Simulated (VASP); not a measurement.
# Ru (P6_3/mmc) in VASP: notebook, part 2 of 2

VASP 6.6.1. Earlier steps stand in the parts before.

## 4. Single point, r2SCAN

POSCAR reads:

```
Ru
1.0
    2.7055438814      0.0000000000      0.0000000000
   -1.3527719407      2.3430697324      0.0000000000
    0.0000000000      0.0000000000      4.2679397214
Ru
2
Direct
    0.3333333333      0.6666666667      0.2500000000
    0.6666666667      0.3333333333      0.7500000000
```

INCAR.step1 reads:

```
SYSTEM = Ru
ALGO     = Normal         ! electronic algorithm
EDIFF    = 1E-4           ! SCF threshold, eV
ENCUT    = 520            ! plane-wave cutoff, eV
GGA      = PE             ! functional
ISMEAR   = -1             ! smearing method
LASPH    = .TRUE.         ! aspherical terms in the spheres
LCHARG   = .FALSE.        ! write CHGCAR
LREAL    = .FALSE.        ! projectors in reciprocal space
LWAVE    = .TRUE.         ! write WAVECAR
NBANDS   = 21             ! bands
NELM     = 60             ! most SCF steps
PREC     = Accurate       ! precision mode
SIGMA    = 0.15           ! smearing width, eV
```

INCAR.step2 reads:

```
SYSTEM = Ru
ALGO     = Normal         ! electronic algorithm
EDIFF    = 1E-6           ! SCF threshold, eV
ENCUT    = 520            ! plane-wave cutoff, eV
ISIF     = 2              ! what is computed and relaxed
ISMEAR   = -1             ! smearing method
ISTART   = 1            
LASPH    = .TRUE.         ! aspherical terms in the spheres
LCHARG   = .FALSE.        ! write CHGCAR
LMIXTAU  = .TRUE.       
LREAL    = .FALSE.        ! projectors in reciprocal space
LWAVE    = .FALSE.        ! write WAVECAR
METAGGA  = R2SCAN         ! meta-GGA
NBANDS   = 21             ! bands
NELM     = 60             ! most SCF steps
PREC     = Accurate       ! precision mode
SIGMA    = 0.15           ! smearing width, eV
```

KPOINTS reads:

```
k-points
0
G
  15 15 8
  0 0 0
```

Potentials or basis: VASP PAW PBE potentials, release 64 (Ru_pv).

On the command line:

```console
$ cat potpaw_PBE.64/Ru_pv/POTCAR > POTCAR
$ cp INCAR.step1 INCAR
$ mpirun -np 1 vasp_std > vasp.out
$ cp INCAR.step2 INCAR
$ mpirun -np 1 vasp_std > vasp.out
```

OUTCAR:

```text
SYSTEM = Ru
   EDIFF = 1E-6
   ENCUT = 520
   ISIF = 2
   ISMEAR = -1
   ISTART = 1
   LASPH = .TRUE.
   LREAL = .FALSE.
   METAGGA = R2SCAN
   NELM = 60
   PREC = Accurate

 ion  position               nearest neighbor table
   1  0.333  0.667  0.250-   2 2.64   2 2.64   2 2.64   2 2.64   2 2.64   2 2.64
   2  0.667  0.333  0.750-   1 2.64   1 2.64   1 2.64   1 2.64   1 2.64   1 2.64

  LATTYP: Found a hexagonal cell.
 ALAT       =     2.7055438814
 C/A-ratio  =     1.5774793936

  Lattice vectors:

 A1 = (   2.7055438814,   0.0000000000,   0.0000000000)
 A2 = (  -1.3527719407,   2.3430697324,   0.0000000000)
 A3 = (   0.0000000000,   0.0000000000,   4.2679397214)

Analysis of symmetry for initial positions (statically):
=====================================================================
 Subroutine PRICEL returns:
 Original cell was already a primitive cell.

 Routine SETGRP: Setting up the symmetry group for a
 hexagonal supercell.

 Subroutine GETGRP returns: Found 24 space group operations
 (whereof 12 operations were pure point group operations)
 out of a pool of 24 trial point group operations.

The static configuration has the point symmetry D_3d.
 The point group associated with its full space group is D_6h.

Analysis of symmetry for dynamics (positions and initial velocities):
=====================================================================
 Subroutine PRICEL returns:
 Original cell was already a primitive cell.

 Routine SETGRP: Setting up the symmetry group for a
 hexagonal supercell.

 Subroutine GETGRP returns: Found 24 space group operations
 (whereof 12 operations were pure point group operations)
 out of a pool of 24 trial point group operations.

The dynamic configuration has the point symmetry D_3d.
 The point group associated with its full space group is D_6h.

 Subroutine INISYM returns: Found 24 space group operations
 (whereof 12 operations are pure point group operations),
 and found     1 'primitive' translations

----------------------------------------------------------------------------------------

                                     Primitive cell

  volume of cell :      27.0557

  direct lattice vectors                    reciprocal lattice vectors
     2.705543881  0.000000000  0.000000000     0.369611451  0.213395271  0.000000000
    -1.352771941  2.343069732  0.000000000     0.000000000  0.426790542  0.000000000
     0.000000000  0.000000000  4.267939721     0.000000000  0.000000000  0.234305090

  length of vectors
     2.705543881  2.705543881  4.267939721     0.426790542  0.426790542  0.234305090

  position of ions in fractional coordinates (direct lattice)
     0.333333333  0.666666667  0.250000000
     0.666666667  0.333333333  0.750000000

  ion indices of the primitive-cell ions
   primitive index   ion index
                 1           1
                 2           2

----------------------------------------------------------------------------------------

 KPOINTS: k-points

Automatic generation of k-mesh.
 Grid dimensions read from file:
 generate k-points for:   15   15    8

 Generating k-lattice:

  Cartesian coordinates                     Fractional coordinates (reciprocal lattice)
     0.024640763  0.014226351  0.000000000     0.066666667  0.000000000  0.000000000
     0.000000000  0.028452703  0.000000000     0.000000000  0.066666667  0.000000000
     0.000000000  0.000000000  0.029288136     0.000000000  0.000000000  0.125000000

  Length of vectors
     0.028452703  0.028452703  0.029288136

  Shift w.r.t. Gamma in fractional coordinates (k-lattice)
     0.000000000  0.000000000  0.000000000

 Subroutine IBZKPT returns following result:
 ===========================================

 Found    135 irreducible k-points:

 Following reciprocal coordinates:
            Coordinates               Weight
  0.000000  0.000000  0.000000      1.000000
  0.066667  0.000000  0.000000      6.000000
  0.133333  0.000000  0.000000      6.000000
  0.200000  0.000000  0.000000      6.000000
  0.266667  0.000000  0.000000      6.000000
  0.333333  0.000000  0.000000      6.000000
[... 16 lines left out ...]
  0.333333  0.200000  0.000000     12.000000
  0.400000  0.200000  0.000000      6.000000
 [... further k-points ...]
   k-points           NKPTS =    135   k-points in BZ     NKDIM =    135   number of bands    NBANDS=     21
   number of dos      NEDOS =    301   number of ions     NIONS =      2
   total plane-waves  NPLWV =  12800
   dimension x,y,z NGX =    20 NGY =   20 NGZ =   32
   dimension x,y,z NGXF=    40 NGYF=   40 NGZF=   64
   ions per type =               2
   NGX,Y,Z   is equivalent  to a cutoff of  12.29, 12.29, 12.46 a.u.
   NGXF,Y,Z  is equivalent  to a cutoff of  24.58, 24.58, 24.93 a.u.
 SYSTEM =  Ru
   PREC   = accura    normal or accurate (medium, high low for compatibility)
   ISTART =      1    job   : 0-new  1-cont  2-samecut
   ICHARG =      0    charge: 1-file 2-atom 10-const
   ISPIN  =      1    spin polarized calculation?
   LNONCOLLINEAR =      F non collinear calculations
   LSORBIT =      F    spin-orbit coupling
   LASPH  =      T    aspherical Exc in radial PAW
   ENCUT  =  520.0 eV  38.22 Ry    6.18 a.u.   5.03  5.03  7.94*2*pi/ulx,y,z
   NELM   =     60;   NELMIN=  2; NELMDL=  0     # of ELM steps
   EDIFF  = 0.1E-05   stopping-criterion for ELM
   LREAL  =      F    real-space projection
   EDIFFG = 0.1E-04   stopping-criterion for IOM
   NSW    =      0    number of steps for IOM
   IBRION =     -1    ionic relax: 0-MD 1-quasi-New 2-CG
   NFREE  =      0    steps in history (QN), initial steepest desc. (CG)
   ISIF   =      2    stress and relaxation
   ISYM   =      2    0-nonsym 1-usesym 2-fastsym
   POTIM  = 0.5000    time-step for ionic-motion
   TEBEG  =    0.0;   TEEND  =   0.0 temperature during run
   PSTRESS=    0.0 pullay stress
   NELECT =      28.0000    total number of electrons
   NUPDOWN=      -1.0000    fix difference up-down
   EMIN   =  10.00;   EMAX   =-10.00  energy-range for DOS
   EFERMI =   0.00;   METHOD = LEGACY
   ISMEAR =    -1;   SIGMA  =   0.15  broadening in eV -4-tet -1-fermi 0-gaus
   EFERMI_NEDOS =   21; number of points for ismear=-14 and -15
   IALGO  =     38    algorithm
   IMIX   =      4    mixing-type and parameters
     AMIX     =   0.40;   BMIX     =  1.00
     AMIX_MAG =   1.60;   BMIX_MAG =  1.00
  volume/ion in A,a.u.               =      13.53        91.29
  Fermi-wavevector in a.u.,A,eV,Ry     =   1.655928  3.129250 37.308508  2.742098
  Thomas-Fermi vector in A             =   2.743940
   LORBIT       =      0    0 simple, 1 ext, 2 COOP (PROOUT), +10 PAW based schemes
   METAGGA = R2SCAN    functional components
   LHFCALC =     F    Hartree Fock is set to
   AEXX    =    0.0000 exact exchange contribution
   IVDW    =     0    specifies the selected vdW correction
   LEPSILON=     F    determine dielectric tensor
   LRPA    =     F    only Hartree local field effects (RPA)
 non-spin polarized calculation
  energy-cutoff  :      520.00
  volume of cell :       27.06
 maximum number of plane-waves:       744
 NGX is ok and might be reduce to    20
   NGX =  9   NGY =  9   NGZ = 15

 number of electron      28.0000005 magnetization

 Free energy of the ion-electron system (eV)
  ---------------------------------------------------
  ext. energy  EPLUGINS =         0.00000000
  ---------------------------------------------------
  free energy    TOTEN  =       -50.91745883 eV

  energy without entropy =      -50.80191355  energy(sigma->0) =      -50.85968619

 E-fermi :  12.8115     XC(G=0): -15.4323

 val. band max:       12.7787267119   @ k =   0.2667   0.2000   0.0000
 cond. band min:      12.8203211988   @ k =   0.0667   0.0000   0.3750
 fundamental gap:      0.0415944869
 Fermi energy:        12.8115406248

 k-point     1 :       0.0000    0.0000    0.0000
  band No.  band energies     occupation
      1     -32.3069      2.00000
      2     -31.2880      2.00000
      3     -31.2880      2.00000
      4     -31.1000      2.00000
      5     -31.1000      2.00000
      6     -31.0505      2.00000
[... 13 lines left out ...]
     20      21.2070      0.00000
     21      23.7183      0.00000

 k-point     2 :       0.0667    0.0000    0.0000
  band No.  band energies     occupation
      1     -32.2903      2.00000
      2     -31.3230      2.00000
      3     -31.2999      2.00000
      4     -31.1366      2.00000
      5     -31.1046      2.00000
      6     -31.0583      2.00000
[... 520 lines left out ...]
 k-point    24 :       0.4000    0.2000    0.0000
  band No.  band energies     occupation
      1     -32.0141      2.00000
      2     -31.8075      2.00000
      3     -31.6940      2.00000
      4     -31.6803      2.00000
      5     -31.4411      2.00000
      6     -31.4095      2.00000
[... 13 lines left out ...]
     20      21.2070      0.00000
     21      23.2671      0.00000

 [... further k-points ...]
[... 5 lines left out ...]
  --------------------------------------------------------------------------------------
  -------------------------------------------------------------------------------------
  Total        0.1700684      0.1700684      0.1893190     -0.0000000      0.0000000      0.0000000
  in kB       10.0710846     10.0710846     11.2110589     -0.0000000      0.0000000      0.0000000
  external PRESSURE =      10.4510760 kB  Pullay stress =       0.0000000 kB

 VOLUME and BASIS-vectors are now :
 -----------------------------------------------------------------------------
  energy-cutoff  :      520.00
  volume of cell :       27.06
      direct lattice vectors                 reciprocal lattice vectors
     2.705543881  0.000000000  0.000000000     0.369611451  0.213395271  0.000000000
    -1.352771941  2.343069732  0.000000000     0.000000000  0.426790542  0.000000000
     0.000000000  0.000000000  4.267939721     0.000000000  0.000000000  0.234305090

 POSITION                                       TOTAL-FORCE (eV/Angst)
 -----------------------------------------------------------------------------------
     -0.00000      1.56205      1.06698         0.000000      0.000000      0.000000
      1.35277      0.78102      3.20095        -0.000000     -0.000000      0.000000
 -----------------------------------------------------------------------------------
    total drift:                               -0.000000      0.000000     -0.000000

  FREE ENERGIE OF THE ION-ELECTRON SYSTEM (eV)
  ---------------------------------------------------
  free  energy   TOTEN  =       -50.9174588255 eV

  energy  without entropy=      -50.8019135452  energy(sigma->0) =      -50.85968619
```

Wall time 4.5 min (1 thread of AMD EPYC 7R43 (Zen 3), shared host); peak memory 0.14 GiB.

Results:

| Property | Result |
| --- | --- |
| Free energy | -50.9175 eV |
| Pressure | 1.0 GPa |
| Band gap on the k mesh | zero (band 14 reaches 14.42 eV, above the bottom of band 15 at 11.20 eV) |

Caveat: the PAW data sets were made with another functional, which shifts forces and pressure a little.

## 5. Single point, r2SCAN

This run uses another cell than the first one, of 13.51 Å³/atom, 0.997 times its volume.

POSCAR reads:

```
Ru
1.0
    2.7039339015      0.0000000000      0.0000000000
   -1.3519669508      2.3416754489      0.0000000000
    0.0000000000      0.0000000000      4.2670819314
Ru
2
Direct
    0.3333333333      0.6666666667      0.2500000000
    0.6666666667      0.3333333333      0.7500000000
```

INCAR.step1 reads:

```
PREC = Accurate
ENCUT = 520
ISMEAR = 0
SIGMA = 0.1
LREAL = F
LASPH = T
NELM = 80
NBANDS = 21
GGA = PE
ALGO = Normal
EDIFF = 1E-4
LWAVE = T
LCHARG = F
```

INCAR.step2 reads:

```
PREC = Accurate
ENCUT = 520
EDIFF = 1E-6
ISMEAR = 0
SIGMA = 0.1
LREAL = F
LASPH = T
NELM = 80
ALGO = Normal
ISIF = 2
LWAVE = F
LCHARG = F
METAGGA = R2SCAN
LMIXTAU = T
NBANDS = 21
ISTART = 1
```

KPOINTS reads:

```
Automatic mesh
0
Gamma
  15 15 8
```

On the command line:

```console
$ cat potpaw_PBE.64/Ru_pv/POTCAR > POTCAR
$ cp INCAR.step1 INCAR
$ mpirun -np 1 vasp_std > vasp.out
$ cp INCAR.step2 INCAR
$ mpirun -np 1 vasp_std > vasp.out
```

Run time: 84 s. Hardware: 1 thread of Intel Xeon 6975P-C (Granite Rapids), shared host; peak memory 0.18 GiB.

The run converged. Its results:

```yaml
Free_energy: -50.8650 eV
Pressure: 1.0 GPa
Band_gap_on_the_k_mesh: zero (band 14 reaches 14.44 eV, above the bottom of band 15 at 11.22 eV)
```

Stress tensor (GPa, compression positive):
```
1.00 0.00 0.00
0.00 1.00 0.00
0.00 0.00 1.13
```

Levels at points of the mesh, in eV from the Fermi level:
| k point | band 11 | band 12 | band 13 | band 14 | band 15 | band 16 | band 17 | band 18 |
| --- | --- | --- | --- | --- | --- | --- | --- | --- |
| (0.00, 0.00, 0.00) | -2.51 | -2.00 | -2.00 | -1.49 | -1.49 | 1.25 | 1.25 | 1.40 |
| (0.00, 0.00, 0.50) | -2.91 | -2.91 | -2.82 | -2.82 | 0.57 | 0.57 | 0.57 | 0.57 |

Caveat: the PAW data sets were made with another functional, which shifts forces and pressure a little.

## 6. Single point, r2SCAN

POSCAR reads:

```
Ru
1.0
    2.7055438798      0.0000000000      0.0000000000
   -1.3527719399      2.3430697310      0.0000000000
    0.0000000000      0.0000000000      4.2679397221
Ru
2
Direct
    0.3333333333      0.6666666667      0.2500000000
    0.6666666667      0.3333333333      0.7500000000
```

INCAR.step1 reads:

```
SYSTEM = Ru
ALGO     = Normal         ! electronic algorithm
EDIFF    = 1E-4           ! SCF threshold, eV
ENCUT    = 520            ! plane-wave cutoff, eV
GGA      = PE             ! functional
ISMEAR   = -1             ! smearing method
LASPH    = .TRUE.         ! aspherical terms in the spheres
LCHARG   = .FALSE.        ! write CHGCAR
LREAL    = .FALSE.        ! projectors in reciprocal space
LWAVE    = .TRUE.         ! write WAVECAR
NBANDS   = 21             ! bands
NELM     = 60             ! most SCF steps
PREC     = Accurate       ! precision mode
SIGMA    = 0.15           ! smearing width, eV
```

INCAR.step2 reads:

```
SYSTEM = Ru
ALGO     = Normal         ! electronic algorithm
EDIFF    = 1E-6           ! SCF threshold, eV
ENCUT    = 520            ! plane-wave cutoff, eV
ISIF     = 2              ! what is computed and relaxed
ISMEAR   = -1             ! smearing method
ISTART   = 1            
LASPH    = .TRUE.         ! aspherical terms in the spheres
LCHARG   = .FALSE.        ! write CHGCAR
LMIXTAU  = .TRUE.       
LREAL    = .FALSE.        ! projectors in reciprocal space
LWAVE    = .FALSE.        ! write WAVECAR
METAGGA  = R2SCAN         ! meta-GGA
NBANDS   = 21             ! bands
NELM     = 60             ! most SCF steps
PREC     = Accurate       ! precision mode
SIGMA    = 0.15           ! smearing width, eV
```

KPOINTS reads:

```
k-points
0
G
  15 15 8
  0 0 0
```

Potentials or basis: VASP PAW PBE potentials, release 64 (Ru_pv).

On the command line:

```console
$ cat potpaw_PBE.64/Ru_pv/POTCAR > POTCAR
$ cp INCAR.step1 INCAR
$ mpirun -np 1 vasp_std > vasp.out
$ cp INCAR.step2 INCAR
$ mpirun -np 1 vasp_std > vasp.out
```

Run time: 84 s. Hardware: 1 thread of Intel Xeon 6975P-C (Granite Rapids), shared host; peak memory 0.18 GiB.

It converged, with:

```yaml
Free_energy: -50.9175 eV
Pressure: 1.0 GPa
Band_gap_on_the_k_mesh: zero (band 14 reaches 14.42 eV, above the bottom of band 15 at 11.20 eV)
```

Stress tensor (GPa, compression positive):
```
1.01 0.00 0.00
0.00 1.01 0.00
0.00 0.00 1.12
```

Levels at points of the mesh, in eV from the Fermi level:
```csv
k point,band 12,band 13,band 14,band 15,band 16,band 17
"(0.00, 0.00, 0.00)",-2.02,-2.02,-1.51,-1.51,1.22,1.22
"(0.00, 0.00, 0.50)",-2.92,-2.84,-2.84,0.55,0.55,0.55
```

Caveat: the PAW data sets were made with another functional, which shifts forces and pressure a little.

## 7. Overview

```csv
cell,k mesh,smearing,gap on the mesh (eV),pressure (GPa)
"a = 2.708, b = 2.708, c = 4.268 Å, angles 90.0, 90.0, 120.0°, 2 atoms",9 × 9 × 4,gaussian 0.1 eV,none,0.2
"a = 2.704, b = 2.704, c = 4.267 Å, angles 90.0, 90.0, 120.0°, 2 atoms",15 × 15 × 8,gaussian 0.1 eV,none,1.0
"a = 2.706, b = 2.706, c = 4.268 Å, angles 90.0, 90.0, 120.0°, 2 atoms",15 × 15 × 8,fermi-dirac 0.15 eV,none,1.0
```

Alike in all rows: task single point; level r2SCAN; potentials or basis VASP PAW PBE potentials, release 64 (Ru_pv); no spin polarisation; cutoff (eV) 520.

Caveats: some runs use coarse meshes; the PAW data sets were made with another functional, which shifts forces and pressure a little.

Absolute energies hang on the potentials; compare differences alone.
